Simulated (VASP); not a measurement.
# Ti3Ag (P4/mmm) in VASP: a series of runs, part 2 of 2

VASP 6.6.1.

### 4 Single point, LDA (volume scaled by 1.01)

INCAR reads:

```
PREC = Accurate
ENCUT = 520
EDIFF = 1E-6
ISMEAR = -1
SIGMA = 0.08
LREAL = F
LASPH = T
NELM = 80
ALGO = Normal
ISIF = 2
LWAVE = F
LCHARG = T
LELF = T
LVHAR = T
NBANDS = 32
```

KPOINTS reads:

```
Automatic mesh
0
Gamma
  9 9 9
```

POSCAR reads:

```
Ti3Ag
1.0
    4.2009104012      0.0000000000      0.0000000000
    0.0000000000      4.2009104012      0.0000000000
    0.0000000000      0.0000000000      3.9631230200
Ti Ag
3 1
Direct
    0.0000000000      0.5000000000      0.5000000000
    0.5000000000      0.0000000000      0.5000000000
    0.5000000000      0.5000000000      0.0000000000
    0.0000000000      0.0000000000      0.0000000000
```

Potentials or basis: VASP PAW LDA potentials, release 64 (Ti_sv, Ag).

Command:

```bash
cat potpaw_LDA.64/Ti_sv/POTCAR potpaw_LDA.64/Ag/POTCAR > POTCAR
mpirun -np 1 vasp_std > vasp.out
```

OUTCAR:

```text
PREC = Accurate
   ENCUT = 520
   EDIFF = 1E-6
   ISMEAR = -1
   LREAL = F
   LASPH = T
   NELM = 80
   ISIF = 2

 ion  position               nearest neighbor table
   1  0.000  0.500  0.500-   3 2.89   4 2.89   3 2.89   4 2.89   4 2.89   4 2.89   3 2.89   3 2.89

   2  0.500  0.000  0.500-   3 2.89   4 2.89   3 2.89   4 2.89   3 2.89   3 2.89   4 2.89   4 2.89

   3  0.500  0.500  0.000-   1 2.89   2 2.89   1 2.89   2 2.89   2 2.89   2 2.89   1 2.89   1 2.89
                             4 2.97   4 2.97   4 2.97   4 2.97
   4  0.000  0.000  0.000-   1 2.89   2 2.89   1 2.89   2 2.89   1 2.89   1 2.89   2 2.89   2 2.89
                             3 2.97   3 2.97   3 2.97   3 2.97

  LATTYP: Found a simple tetragonal cell.
 ALAT       =     4.2009104012
 C/A-ratio  =     0.9433962264

  Lattice vectors:

 A1 = (   4.2009104012,   0.0000000000,   0.0000000000)
 A2 = (   0.0000000000,   4.2009104012,   0.0000000000)
 A3 = (   0.0000000000,   0.0000000000,   3.9631230200)

Analysis of symmetry for initial positions (statically):
=====================================================================
 Subroutine PRICEL returns:
 Original cell was already a primitive cell.

 Routine SETGRP: Setting up the symmetry group for a
 simple tetragonal supercell.

 Subroutine GETGRP returns: Found 16 space group operations
 (whereof 16 operations were pure point group operations)
 out of a pool of 16 trial point group operations.

The static configuration has the point symmetry D_4h.

Analysis of symmetry for dynamics (positions and initial velocities):
=====================================================================
 Subroutine PRICEL returns:
 Original cell was already a primitive cell.

 Routine SETGRP: Setting up the symmetry group for a
 simple tetragonal supercell.

 Subroutine GETGRP returns: Found 16 space group operations
[... 117 lines left out ...]
   PSTRESS=    0.0 pullay stress
   NELECT =      47.0000    total number of electrons
   NUPDOWN=      -1.0000    fix difference up-down
   EMIN   =  10.00;   EMAX   =-10.00  energy-range for DOS
   EFERMI =   0.00;   METHOD = LEGACY
   ISMEAR =    -1;   SIGMA  =   0.08  broadening in eV -4-tet -1-fermi 0-gaus
   EFERMI_NEDOS =   21; number of points for ismear=-14 and -15
   IALGO  =     38    algorithm
   IMIX   =      4    mixing-type and parameters
     AMIX     =   0.40;   BMIX     =  1.00
     AMIX_MAG =   1.60;   BMIX_MAG =  1.00
  volume/ion in A,a.u.               =      17.48       117.99
  Fermi-wavevector in a.u.,A,eV,Ry     =   1.433946  2.709764 27.976296  2.056200
  Thomas-Fermi vector in A             =   2.553408
   LORBIT       =      0    0 simple, 1 ext, 2 COOP (PROOUT), +10 PAW based schemes
   GGA     = CA    functional components
   LHFCALC =     F    Hartree Fock is set to
   AEXX    =    0.0000 exact exchange contribution
   IVDW    =     0    specifies the selected vdW correction
   LEPSILON=     F    determine dielectric tensor
   LRPA    =     F    only Hartree local field effects (RPA)
 non-spin polarized calculation
  energy-cutoff  :      520.00
  volume of cell :       69.94
 maximum number of plane-waves:      1899
 NGX is ok and might be reduce to    32
   NGX = 15   NGY = 15   NGZ = 15

 number of electron      46.9999997 magnetization

 Free energy of the ion-electron system (eV)
  ---------------------------------------------------
  ext. energy  EPLUGINS =         0.00000000
  ---------------------------------------------------
  free energy    TOTEN  =       -29.05154951 eV

  energy without entropy =      -28.89297079  energy(sigma->0) =      -28.97226015

 E-fermi :   7.9639     XC(G=0): -11.9287

 val. band max:        7.9562867865   @ k =   0.3333   0.2222   0.1111
 cond. band min:       7.9681788667   @ k =   0.4444   0.3333   0.3333
 fundamental gap:      0.0118920802
 Fermi energy:         7.9639207527

 k-point     1 :       0.0000    0.0000    0.0000
  band No.  band energies     occupation
      1     -48.1343      2.00000
      2     -48.0425      2.00000
      3     -47.9462      2.00000
      4     -24.9204      2.00000
      5     -24.9204      2.00000
      6     -24.8995      2.00000
[... 829 lines left out ...]
     31      10.1578      0.00000
     32      10.3132      0.00000

 [... further k-points ...]
[... 5 lines left out ...]
  --------------------------------------------------------------------------------------
  -------------------------------------------------------------------------------------
  Total       -4.9750485     -4.9750485     -4.0487815      0.0000000      0.0000000      0.0000000
  in kB     -113.9681519   -113.9681519    -92.7492764      0.0000000      0.0000000      0.0000000
  external PRESSURE =    -106.8951934 kB  Pullay stress =       0.0000000 kB

 VOLUME and BASIS-vectors are now :
 -----------------------------------------------------------------------------
  energy-cutoff  :      520.00
  volume of cell :       69.94
      direct lattice vectors                 reciprocal lattice vectors
     4.200910401  0.000000000  0.000000000     0.238043639  0.000000000  0.000000000
     0.000000000  4.200910401  0.000000000     0.000000000  0.238043639  0.000000000
     0.000000000  0.000000000  3.963123020     0.000000000  0.000000000  0.252326258

 POSITION                                       TOTAL-FORCE (eV/Angst)
 -----------------------------------------------------------------------------------
      0.00000      2.10046      1.98156         0.000000      0.000000      0.000000
      2.10046      0.00000      1.98156         0.000000      0.000000      0.000000
      2.10046      2.10046      0.00000         0.000000      0.000000      0.000000
      0.00000      0.00000      0.00000         0.000000      0.000000      0.000000
 -----------------------------------------------------------------------------------
    total drift:                                0.000000     -0.000000     -0.000000

  FREE ENERGIE OF THE ION-ELECTRON SYSTEM (eV)
  ---------------------------------------------------
  free  energy   TOTEN  =       -29.0515495054 eV

  energy  without entropy=      -28.8929707888  energy(sigma->0) =      -28.97226015
```

Wall time 1.8 min (1 thread of Intel Xeon 6975P-C, shared host); peak memory 0.26 GiB.

What came out:

```
Free energy : -29.0515 eV
Pressure    : -10.7 GPa
```

Levels at points of the mesh, in eV from the Fermi level:
```tsv
k point	band 22	band 23	band 24	band 25	band 26	band 27
(0.00, 0.00, 0.00)	-0.49	-0.25	0.02	2.10	2.10	2.19
```

### 5 Summary

```tsv
cell	gap on the mesh (eV)	pressure (GPa)
a = 4.102, b = 4.102, c = 3.869 Å, 4 atoms	none	-3.2
a = 4.159, b = 4.159, c = 3.923 Å, 4 atoms	none	-7.8
a = 4.201, b = 4.201, c = 3.963 Å, 4 atoms	none	-10.7
```

Alike in all rows: task single point; level LDA; potentials or basis VASP PAW LDA potentials, release 64 (Ti_sv, Ag); no spin polarisation; k mesh 9 × 9 × 9; cutoff (eV) 520; smearing fermi-dirac 0.08 eV.

Absolute energies hang on the potentials; compare differences alone.
